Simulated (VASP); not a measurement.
Write the native input for VASP 6.6.1 that does the following.

```yaml
Task: electric field gradients
Functional: PBE
Potentials_or_basis: VASP PAW PBE potentials, release 64 (Hf_pv, O)
Cutoff: 520 eV
k_mesh: 9 × 9 × 9
Occupations: fermi-dirac, width 0.01 eV
Spin: no spin polarisation
Dipole_correction: no
Further_INCAR_settings: ALGO = Normal; EDIFF = 1e-08; NBANDS = 18
```

The structure of HfO2 lies in POSCAR:

```
HfO2
1.0
    0.0000000000      2.6076597933      2.6076597933
    2.6076597933      0.0000000000      2.6076597933
    2.6076597933      2.6076597933      0.0000000000
Hf O
1 2
Direct
    0.0000000000      0.0000000000      0.0000000000
    0.2500000000      0.2500000000      0.2500000000
    0.7500000000      0.7500000000      0.7500000000
```

This cell differs from its parent crystal: volume scaled by 1.06.

These files were run (other wordings do the same):

INCAR

```
  ALGO = Normal
  EDIFF = 1E-8
  ENCUT = 520
  GGA = PE
  ISIF = 2
  ISMEAR = -1
  LASPH = T
  LCHARG = F
  LEFG = T
  LREAL = F
  LWAVE = F
  NBANDS = 18
  NELM = 60
  PREC = Accurate
  SIGMA = 0.01
```

KPOINTS

```
k-points
0
Gamma
  9 9 9
```

Potentials or basis: VASP PAW PBE potentials, release 64 (Hf_pv, O).

Run with:

```sh
$ cat potpaw_PBE.64/Hf_pv/POTCAR potpaw_PBE.64/O/POTCAR > POTCAR
$ mpirun -np 1 vasp_std > vasp.out
```

Results of the run:

The pressure is -17.6 GPa and the band gap on the k mesh is 3.66 eV, indirect (least direct gap 3.77 eV).

Caveat: without QUAD_EFG the Cq values of the log hold for a quadrupole moment of 1 mb, not for the nuclei; spin-orbit coupling is left out, which moves the levels of the heavy elements.

It took 20 s on 1 thread of Intel(R) Xeon(R) Platinum 8559C (Emerald Rapids), on a shared host, peak memory 0.17 GiB.
